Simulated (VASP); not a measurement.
# WC (Qusongite) in VASP: a series of runs

WC (Qusongite) is run at these levels: PBEsol; tasks: single point.

All numbers are computed with VASP 6.6.1; they aren't measurements. Logs are shortened: lines on timing, memory, paths and dates and some standing lists are left out, and cuts for length are marked.

## Step 1: The cell of the first run

Symmetry: Pm, No. 6, monoclinic system. Conventional cell: a = 2.906 Å, b = 2.837 Å, c = 2.907 Å, α = 90.00°, β = 120.00°, γ = 90.00°. W (site symmetry m) has 6 C at 2.19 to 2.21 Å and 2 W at 2.84 Å within 2.9 Å. C (site symmetry m) has 6 W at 2.19 to 2.21 Å and 2 C at 2.84 Å within 2.9 Å.

## Step 2: Single point, PBEsol

File INCAR:

```
SYSTEM = WC
ALGO = Normal ; EDIFF = 1E-6
ENCUT = 520 ; GGA = PS
ISIF = 2 ; ISMEAR = -1
LASPH = .TRUE. ; LCHARG = .TRUE.
LELF = .TRUE. ; LREAL = .FALSE.
LVHAR = .TRUE. ; LWAVE = .FALSE.
NBANDS = 16 ; NELM = 60
PREC = Accurate ; SIGMA = 0.1
```

File KPOINTS:

```
Automatic mesh
0
Gamma
  6 6 5
  0.5 0.5 0
```

File POSCAR:

```
WC
1.0
    2.9065000000      0.0000000000      0.0000000000
   -1.4532500000      2.5171030000      0.0000000000
    0.0000000000      0.0000000000      2.8366000000
W C
1 1
Direct
    0.0050000000      0.0000000000      0.0000000000
    0.6666666667      0.3333333333      0.5000000000
```

Potentials or basis: VASP PAW PBE potentials, release 64 (W_sv, C).

Started as:

```console
cat potpaw_PBE.64/W_sv/POTCAR potpaw_PBE.64/C/POTCAR > POTCAR
mpirun -np 1 vasp_std > vasp.out
```

OUTCAR:

```text
SYSTEM = WC
   EDIFF = 1E-6
   ENCUT = 520
   GGA = PS
   ISIF = 2
   ISMEAR = -1
   LASPH = .TRUE.
   LREAL = .FALSE.
   NELM = 60
   PREC = Accurate

 ion  position               nearest neighbor table
   1  0.005  0.000  0.000-   2 2.19   2 2.19   2 2.20   2 2.20   2 2.21   2 2.21
   2  0.667  0.333  0.500-   1 2.19   1 2.19   1 2.20   1 2.20   1 2.21   1 2.21

  LATTYP: Found a hexagonal cell.
 ALAT       =     2.9065000000
 C/A-ratio  =     0.9759504559

  Lattice vectors:

 A1 = (   2.9065000000,   0.0000000000,   0.0000000000)
 A2 = (  -1.4532500000,   2.5171030000,   0.0000000000)
 A3 = (   0.0000000000,   0.0000000000,   2.8366000000)

Analysis of symmetry for initial positions (statically):
=====================================================================
 Subroutine PRICEL returns:
 Original cell was already a primitive cell.

 Routine SETGRP: Setting up the symmetry group for a
 hexagonal supercell.

 Subroutine GETGRP returns: Found  2 space group operations
 (whereof  2 operations were pure point group operations)
 out of a pool of 24 trial point group operations.

The static configuration has the point symmetry C_1h.

Analysis of symmetry for dynamics (positions and initial velocities):
=====================================================================
 Subroutine PRICEL returns:
 Original cell was already a primitive cell.

 Routine SETGRP: Setting up the symmetry group for a
 hexagonal supercell.

 Subroutine GETGRP returns: Found  2 space group operations
 (whereof  2 operations were pure point group operations)
 out of a pool of 24 trial point group operations.

The dynamic configuration has the point symmetry C_1h.

 Subroutine INISYM returns: Found  2 space group operations
 (whereof  2 operations are pure point group operations),
 and found     1 'primitive' translations

----------------------------------------------------------------------------------------

                                     Primitive cell

  volume of cell :      20.7525

  direct lattice vectors                    reciprocal lattice vectors
     2.906500000  0.000000000  0.000000000     0.344056425  0.198641057  0.000000000
    -1.453250000  2.517103000  0.000000000     0.000000000  0.397282114  0.000000000
     0.000000000  0.000000000  2.836600000     0.000000000  0.000000000  0.352534725

  length of vectors
     2.906500000  2.906500142  2.836600000     0.397282133  0.397282114  0.352534725

  position of ions in fractional coordinates (direct lattice)
     0.005000000  0.000000000  0.000000000
     0.666666667  0.333333333  0.500000000

  ion indices of the primitive-cell ions
   primitive index   ion index
                 1           1
                 2           2

----------------------------------------------------------------------------------------

 KPOINTS: Automatic mesh

Automatic generation of k-mesh.
 Grid dimensions read from file:
 generate k-points for:    6    6    5

 Generating k-lattice:

  Cartesian coordinates                     Fractional coordinates (reciprocal lattice)
     0.057342738  0.033106843  0.000000000     0.166666667  0.000000000  0.000000000
     0.000000000  0.066213686  0.000000000     0.000000000  0.166666667  0.000000000
     0.000000000  0.000000000  0.070506945     0.000000000  0.000000000  0.200000000

  Length of vectors
     0.066213689  0.066213686  0.070506945

  Shift w.r.t. Gamma in fractional coordinates (k-lattice)
     0.500000000  0.500000000  0.000000000

 Subroutine IBZKPT returns following result:
 ===========================================

 Found    162 irreducible k-points:

 Following reciprocal coordinates:
            Coordinates               Weight
  0.083333  0.083333  0.000000      2.000000
 -0.083333  0.166667  0.000000      2.000000
 -0.166667  0.083333  0.000000      2.000000
  0.250000  0.083333  0.000000      2.000000
 -0.083333  0.333333  0.000000      2.000000
 -0.333333  0.250000  0.000000      2.000000
[... 16 lines left out ...]
 -0.083333 -0.166667  0.000000      2.000000
  0.166667 -0.250000  0.000000      2.000000
 [... further k-points ...]
   k-points           NKPTS =    162   k-points in BZ     NKDIM =    162   number of bands    NBANDS=     16
   number of dos      NEDOS =    301   number of ions     NIONS =      2
   total plane-waves  NPLWV =  13824
   dimension x,y,z NGX =    24 NGY =   24 NGZ =   24
   dimension x,y,z NGXF=    48 NGYF=   48 NGZF=   48
   ions per type =               1   1
   NGX,Y,Z   is equivalent  to a cutoff of  13.73, 13.73, 14.07 a.u.
   NGXF,Y,Z  is equivalent  to a cutoff of  27.46, 27.46, 28.13 a.u.
 SYSTEM =  WC
   PREC   = accura    normal or accurate (medium, high low for compatibility)
   ISTART =      0    job   : 0-new  1-cont  2-samecut
   ICHARG =      2    charge: 1-file 2-atom 10-const
   ISPIN  =      1    spin polarized calculation?
   LNONCOLLINEAR =      F non collinear calculations
   LSORBIT =      F    spin-orbit coupling
   LASPH  =      T    aspherical Exc in radial PAW
   ENCUT  =  520.0 eV  38.22 Ry    6.18 a.u.   5.40  5.40  5.27*2*pi/ulx,y,z
   NELM   =     60;   NELMIN=  2; NELMDL= -5     # of ELM steps
   EDIFF  = 0.1E-05   stopping-criterion for ELM
   LREAL  =      F    real-space projection
   EDIFFG = 0.1E-04   stopping-criterion for IOM
   NSW    =      0    number of steps for IOM
   IBRION =     -1    ionic relax: 0-MD 1-quasi-New 2-CG
   NFREE  =      0    steps in history (QN), initial steepest desc. (CG)
   ISIF   =      2    stress and relaxation
   ISYM   =      2    0-nonsym 1-usesym 2-fastsym
   POTIM  = 0.5000    time-step for ionic-motion
   TEBEG  =    0.0;   TEEND  =   0.0 temperature during run
   PSTRESS=    0.0 pullay stress
   NELECT =      18.0000    total number of electrons
   NUPDOWN=      -1.0000    fix difference up-down
   EMIN   =  10.00;   EMAX   =-10.00  energy-range for DOS
   EFERMI =   0.00;   METHOD = LEGACY
   ISMEAR =    -1;   SIGMA  =   0.10  broadening in eV -4-tet -1-fermi 0-gaus
   EFERMI_NEDOS =   21; number of points for ismear=-14 and -15
   IALGO  =     38    algorithm
   IMIX   =      4    mixing-type and parameters
     AMIX     =   0.40;   BMIX     =  1.00
     AMIX_MAG =   1.60;   BMIX_MAG =  1.00
  volume/ion in A,a.u.               =      10.38        70.02
  Fermi-wavevector in a.u.,A,eV,Ry     =   1.561262  2.950358 33.164743  2.437540
  Thomas-Fermi vector in A             =   2.664353
   LORBIT       =      0    0 simple, 1 ext, 2 COOP (PROOUT), +10 PAW based schemes
   GGA     = PS    functional components
   LHFCALC =     F    Hartree Fock is set to
   AEXX    =    0.0000 exact exchange contribution
   IVDW    =     0    specifies the selected vdW correction
   LEPSILON=     F    determine dielectric tensor
   LRPA    =     F    only Hartree local field effects (RPA)
 non-spin polarized calculation
  energy-cutoff  :      520.00
  volume of cell :       20.75
 maximum number of plane-waves:       573
 NGX is ok and might be reduce to    24
   NGX = 11   NGY = 11   NGZ = 11

 number of electron      18.0000000 magnetization

 Free energy of the ion-electron system (eV)
  ---------------------------------------------------
  ext. energy  EPLUGINS =         0.00000000
  ---------------------------------------------------
  free energy    TOTEN  =       -23.89639725 eV

  energy without entropy =      -23.88722872  energy(sigma->0) =      -23.89181299

 E-fermi :  10.9477     XC(G=0): -13.9288

 val. band max:       10.7777140116   @ k =  -0.4167  -0.1667   0.0000
 cond. band min:      11.0218537700   @ k =   0.0833   0.0833   0.4000
 fundamental gap:      0.2441397585
 Fermi energy:        10.9477029595

 k-point     1 :       0.0833    0.0833    0.0000
  band No.  band energies     occupation
      1     -63.0009      2.00000
      2     -27.0517      2.00000
      3     -26.9856      2.00000
      4     -26.9305      2.00000
      5      -2.9593      2.00000
      6       6.4353      2.00000
[... 8 lines left out ...]
     15      24.6596      0.00000
     16      28.6062      0.00000

 k-point     2 :      -0.0833    0.1667    0.0000
  band No.  band energies     occupation
      1     -63.0009      2.00000
      2     -27.0516      2.00000
      3     -26.9857      2.00000
      4     -26.9301      2.00000
      5      -2.9641      2.00000
      6       6.4380      2.00000
[... 8 lines left out ...]
     15      24.5614      0.00000
     16      28.6086      0.00000

 k-point     3 :      -0.1667    0.0833    0.0000
  band No.  band energies     occupation
      1     -63.0009      2.00000
      2     -27.0515      2.00000
      3     -26.9856      2.00000
      4     -26.9304      2.00000
      5      -2.9617      2.00000
      6       6.4367      2.00000
[... 8 lines left out ...]
     15      24.6099      0.00000
     16      28.6203      0.00000

 k-point     4 :       0.2500    0.0833    0.0000
  band No.  band energies     occupation
      1     -62.9735      2.00000
      2     -27.4211      2.00000
      3     -27.0372      2.00000
      4     -26.9331      2.00000
      5      -1.4808      2.00000
      6       4.9649      2.00000
[... 8 lines left out ...]
     15      25.5850      0.00000
     16      28.2977      0.00000

 k-point     5 :      -0.0833    0.3333    0.0000
  band No.  band energies     occupation
      1     -62.9735      2.00000
      2     -27.4201      2.00000
      3     -27.0370      2.00000
      4     -26.9335      2.00000
      5      -1.4975      2.00000
      6       4.9699      2.00000
[... 8 lines left out ...]
     15      25.4666      0.00000
     16      28.2999      0.00000

 k-point     6 :      -0.3333    0.2500    0.0000
  band No.  band energies     occupation
      1     -62.9735      2.00000
      2     -27.4201      2.00000
      3     -27.0367      2.00000
      4     -26.9335      2.00000
      5      -1.5034      2.00000
      6       4.9844      2.00000
[... 8 lines left out ...]
     15      25.4451      0.00000
     16      28.3270      0.00000

 k-point     7 :      -0.2500    0.3333    0.0000
  band No.  band energies     occupation
      1     -62.9736      2.00000
      2     -27.4198      2.00000
      3     -27.0367      2.00000
      4     -26.9336      2.00000
      5      -1.5070      2.00000
      6       4.9812      2.00000
[... 8 lines left out ...]
     15      25.4133      0.00000
     16      28.3190      0.00000

 k-point     8 :       0.0833    0.2500    0.0000
  band No.  band energies     occupation
      1     -62.9735      2.00000
      2     -27.4209      2.00000
      3     -27.0369      2.00000
      4     -26.9333      2.00000
      5      -1.4901      2.00000
      6       4.9761      2.00000
[... 8 lines left out ...]
     15      25.5295      0.00000
     16      28.3127      0.00000

 k-point     9 :       0.3333   -0.0833    0.0000
  band No.  band energies     occupation
      1     -62.9735      2.00000
      2     -27.4207      2.00000
      3     -27.0373      2.00000
      4     -26.9332      2.00000
      5      -1.4847      2.00000
      6       4.9620      2.00000
[... 8 lines left out ...]
     15      25.5539      0.00000
     16      28.2928      0.00000
[... 172 lines left out ...]
 k-point    19 :       0.4167   -0.3333    0.0000
  band No.  band energies     occupation
      1     -62.9608      2.00000
      2     -27.5845      2.00000
      3     -27.0857      2.00000
      4     -26.9092      2.00000
      5      -0.6844      2.00000
      6       4.3743      2.00000
[... 8 lines left out ...]
     15      25.5953      0.00000
     16      27.5825      0.00000

 k-point    20 :       0.0833   -0.4167    0.0000
  band No.  band energies     occupation
      1     -62.9608      2.00000
      2     -27.5849      2.00000
      3     -27.0860      2.00000
      4     -26.9090      2.00000
      5      -0.6674      2.00000
      6       4.3484      2.00000
[... 8 lines left out ...]
     15      25.5955      0.00000
     16      27.6292      0.00000

 k-point    21 :      -0.3333   -0.0833    0.0000
  band No.  band energies     occupation
      1     -62.9608      2.00000
      2     -27.5859      2.00000
      3     -27.0863      2.00000
      4     -26.9086      2.00000
      5      -0.6419      2.00000
      6       4.3296      2.00000
[... 8 lines left out ...]
     15      25.6415      0.00000
     16      27.6207      0.00000

 k-point    22 :      -0.2500    0.0833    0.0000
  band No.  band energies     occupation
      1     -62.9882      2.00000
      2     -27.2254      2.00000
      3     -26.9801      2.00000
      4     -26.9614      2.00000
      5      -2.3149      2.00000
      6       5.7345      2.00000
[... 8 lines left out ...]
     15      24.7263      0.00000
     16      29.1687      0.00000

 k-point    23 :      -0.0833   -0.1667    0.0000
  band No.  band energies     occupation
      1     -62.9882      2.00000
      2     -27.2257      2.00000
      3     -26.9799      2.00000
      4     -26.9613      2.00000
      5      -2.3144      2.00000
      6       5.7415      2.00000
[... 8 lines left out ...]
     15      24.7271      0.00000
     16      29.1874      0.00000

 k-point    24 :       0.1667   -0.2500    0.0000
  band No.  band energies     occupation
      1     -62.9882      2.00000
      2     -27.2250      2.00000
      3     -26.9796      2.00000
      4     -26.9616      2.00000
      5      -2.3245      2.00000
      6       5.7395      2.00000
[... 8 lines left out ...]
     15      24.6134      0.00000
     16      29.2026      0.00000

 [... further k-points ...]
[... 5 lines left out ...]
  --------------------------------------------------------------------------------------
  -------------------------------------------------------------------------------------
  Total       -0.1806000     -0.1797156     -0.4066344      0.0681103      0.0000000      0.0000000
  in kB      -13.9430850    -13.8748105    -31.3939018      5.2584078      0.0000000      0.0000000
  external PRESSURE =     -19.7372657 kB  Pullay stress =       0.0000000 kB

 VOLUME and BASIS-vectors are now :
 -----------------------------------------------------------------------------
  energy-cutoff  :      520.00
  volume of cell :       20.75
      direct lattice vectors                 reciprocal lattice vectors
     2.906500000  0.000000000  0.000000000     0.344056425  0.198641057  0.000000000
    -1.453250000  2.517103000  0.000000000     0.000000000  0.397282114  0.000000000
     0.000000000  0.000000000  2.836600000     0.000000000  0.000000000  0.352534725

 POSITION                                       TOTAL-FORCE (eV/Angst)
 -----------------------------------------------------------------------------------
      0.01453      0.00000      0.00000        -0.231382     -0.002470      0.000000
      1.45325      0.83903      1.41830         0.231382      0.002470      0.000000
 -----------------------------------------------------------------------------------
    total drift:                               -0.000026     -0.000001      0.000000

  FREE ENERGIE OF THE ION-ELECTRON SYSTEM (eV)
  ---------------------------------------------------
  free  energy   TOTEN  =       -23.8963972536 eV

  energy  without entropy=      -23.8872287181  energy(sigma->0) =      -23.89181299
```

It took 24 s on 1 thread of Intel Xeon Platinum 8488C (Sapphire Rapids), shared host; peak memory 0.18 GiB.

Results:

```yaml
Free_energy: -23.8964 eV
Pressure: -2.0 GPa
Largest_force: 0.231 eV/Å
Band_gap_on_the_k_mesh: zero (band 9 reaches 11.28 eV, above the bottom of band 10 at 10.64 eV)
```

Forces on the atoms (eV/Å):
```
W   -0.231 -0.002  0.000
C    0.231  0.002  0.000
```

Caveat: the k points lie up to 0.44 Å⁻¹ apart; the PAW data sets were made with another functional, which shifts forces and pressure a little; spin-orbit coupling is left out, which moves the levels of the heavy elements.

[end of part 1 of 2]
